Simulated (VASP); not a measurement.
# Ba (Im-3m) in VASP: notebook, part 2 of 2

VASP 6.6.1.

## (3) Single point, revPBE

INCAR

```
ALGO = Normal
EDIFF = 1E-7
ENCUT = 520
GGA = RE
ISIF = 2
ISMEAR = -1
LASPH = True
LCHARG = False
LREAL = False
LWAVE = False
NBANDS = 11
NELM = 60
PREC = Accurate
SIGMA = 0.1
```

KPOINTS

```
k-points
0
Gamma
  9 9 9
```

POSCAR

```
Ba
1.0
   -2.5600063364      2.5600063364      2.5600063364
    2.5600063364     -2.5600063364      2.5600063364
    2.5600063364      2.5600063364     -2.5600063364
Ba
1
Direct
    0.0000000000      0.0000000000      0.0000000000
```

Potentials or basis: VASP PAW PBE potentials, release 64 (Ba_sv).

Run with:

```bash
cat potpaw_PBE.64/Ba_sv/POTCAR > POTCAR
mpirun -np 1 vasp_std > vasp.out
```

OUTCAR:

```text
EDIFF = 1E-7
   ENCUT = 520
   GGA = RE
   ISIF = 2
   ISMEAR = -1
   LASPH = True
   LREAL = False
   NELM = 60
   PREC = Accurate

 ion  position               nearest neighbor table
   1  0.000  0.000  0.000-

  LATTYP: Found a body centered cubic cell.
 ALAT       =     5.1200126728

  Lattice vectors:

 A1 = (  -2.5600063364,   2.5600063364,   2.5600063364)
 A2 = (   2.5600063364,  -2.5600063364,   2.5600063364)
 A3 = (   2.5600063364,   2.5600063364,  -2.5600063364)

Analysis of symmetry for initial positions (statically):
=====================================================================
 Subroutine PRICEL returns:
 Original cell was already a primitive cell.

 Routine SETGRP: Setting up the symmetry group for a
 body centered cubic supercell.

 Subroutine GETGRP returns: Found 48 space group operations
 (whereof 48 operations were pure point group operations)
 out of a pool of 48 trial point group operations.

The static configuration has the point symmetry O_h .

Analysis of symmetry for dynamics (positions and initial velocities):
=====================================================================
 Subroutine PRICEL returns:
 Original cell was already a primitive cell.

 Routine SETGRP: Setting up the symmetry group for a
 body centered cubic supercell.

 Subroutine GETGRP returns: Found 48 space group operations
 (whereof 48 operations were pure point group operations)
 out of a pool of 48 trial point group operations.

The dynamic configuration has the point symmetry O_h .

 Subroutine INISYM returns: Found 48 space group operations
 (whereof 48 operations are pure point group operations),
 and found     1 'primitive' translations

----------------------------------------------------------------------------------------

                                     Primitive cell
[... 107 lines left out ...]
   IMIX   =      4    mixing-type and parameters
     AMIX     =   0.40;   BMIX     =  1.00
     AMIX_MAG =   1.60;   BMIX_MAG =  1.00
  volume/ion in A,a.u.               =      67.11       452.88
  Fermi-wavevector in a.u.,A,eV,Ry     =   0.867922  1.640134 10.249102  0.753288
  Thomas-Fermi vector in A             =   1.986525
   LORBIT       =      0    0 simple, 1 ext, 2 COOP (PROOUT), +10 PAW based schemes
   GGA     = RE    functional components
   LHFCALC =     F    Hartree Fock is set to
   AEXX    =    0.0000 exact exchange contribution
   IVDW    =     0    specifies the selected vdW correction
   LEPSILON=     F    determine dielectric tensor
   LRPA    =     F    only Hartree local field effects (RPA)
 non-spin polarized calculation
  energy-cutoff  :      520.00
  volume of cell :       67.11
 maximum number of plane-waves:      1865
 NGX is ok and might be reduce to    36
   NGX = 17   NGY = 17   NGZ = 17

 number of electron      10.0000000 magnetization

 number of electron       9.9999999 magnetization

 Free energy of the ion-electron system (eV)
  ---------------------------------------------------
  ext. energy  EPLUGINS =         0.00000000
  ---------------------------------------------------
  free energy    TOTEN  =        -1.73793794 eV

  energy without entropy =       -1.69178093  energy(sigma->0) =       -1.71485943

 E-fermi :   1.5434     XC(G=0):  -7.1268

 val. band max:        1.4439190594   @ k =  -0.4444  -0.4444   0.2222
 cond. band min:       1.5559933151   @ k =  -0.3333  -0.4444   0.1111
 fundamental gap:      0.1120742557
 Fermi energy:         1.5433571941

 k-point     1 :       0.0000    0.0000    0.0000
  band No.  band energies     occupation
      1     -27.4978      2.00000
      2     -12.4886      2.00000
      3     -12.4886      2.00000
      4     -12.4886      2.00000
      5      -1.1792      2.00000
      6       3.3136      0.00000
      7       3.3136      0.00000
      8       3.3136      0.00000
      9       4.6079      0.00000
     10       4.6079      0.00000
     11       8.2614      0.00000
[... 309 lines left out ...]
 k-point    24 :      -0.4444   -0.4444    0.1111
  band No.  band energies     occupation
      1     -27.4596      2.00000
      2     -12.8196      2.00000
      3     -12.6641      2.00000
      4     -12.5474      2.00000
      5       1.1866      1.94510
      6       2.0543      0.01201
      7       2.4645      0.00020
      8       3.8899      0.00000
      9       5.2647      0.00000
     10       6.6132      0.00000
     11       6.9741      0.00000

 [... further k-points ...]
[... 5 lines left out ...]
  --------------------------------------------------------------------------------------
  -------------------------------------------------------------------------------------
  Total        0.0262312      0.0262312      0.0262312      0.0000000      0.0000000      0.0000000
  in kB        0.6262472      0.6262472      0.6262472      0.0000000      0.0000000      0.0000000
  external PRESSURE =       0.6262472 kB  Pullay stress =       0.0000000 kB

 VOLUME and BASIS-vectors are now :
 -----------------------------------------------------------------------------
  energy-cutoff  :      520.00
  volume of cell :       67.11
      direct lattice vectors                 reciprocal lattice vectors
    -2.560006336  2.560006336  2.560006336     0.000000000  0.195312017  0.195312017
     2.560006336 -2.560006336  2.560006336     0.195312017  0.000000000  0.195312017
     2.560006336  2.560006336 -2.560006336     0.195312017  0.195312017  0.000000000

 POSITION                                       TOTAL-FORCE (eV/Angst)
 -----------------------------------------------------------------------------------
      0.00000      0.00000      0.00000        -0.000000      0.000000      0.000000
 -----------------------------------------------------------------------------------
    total drift:                                0.000000     -0.000000      0.000000

  FREE ENERGIE OF THE ION-ELECTRON SYSTEM (eV)
  ---------------------------------------------------
  free  energy   TOTEN  =        -1.7379379410 eV

  energy  without entropy=       -1.6917809263  energy(sigma->0) =       -1.71485943
```

stdout:

```text
POSCAR found type information on POSCAR Ba
 POSCAR found :  1 types and       1 ions
 scaLAPACK will be used
 -----------------------------------------------------------------------------
|                                                                             |
|                                                                             |
|     You enforced a specific xc type in the INCAR file but a different       |
|     I HOPE YOU KNOW WHAT YOU ARE DOING!                                     |
|                                                                             |
 -----------------------------------------------------------------------------

 LDA part: xc-table for (Slater+PW92), standard interpolation
 POSCAR, INCAR and KPOINTS ok, starting setup
 FFT: planning ... GRIDC
 FFT: planning ... GRID_SOFT
 FFT: planning ... GRID
 WAVECAR not read
 entering main loop
```

Wall time 16 s (1 thread of AMD EPYC 9R45 (Zen 5), shared host); peak memory 0.18 GiB.

What came out:

- Free energy: -1.7379 eV
- Pressure: 0.1 GPa
- Band gap on the k mesh: zero (bands 5 and 6 overlap by 0.78 eV)

Caveat: the PAW data sets were made with another functional, which shifts forces and pressure a little; spin-orbit coupling is left out, which moves the levels of the heavy elements.
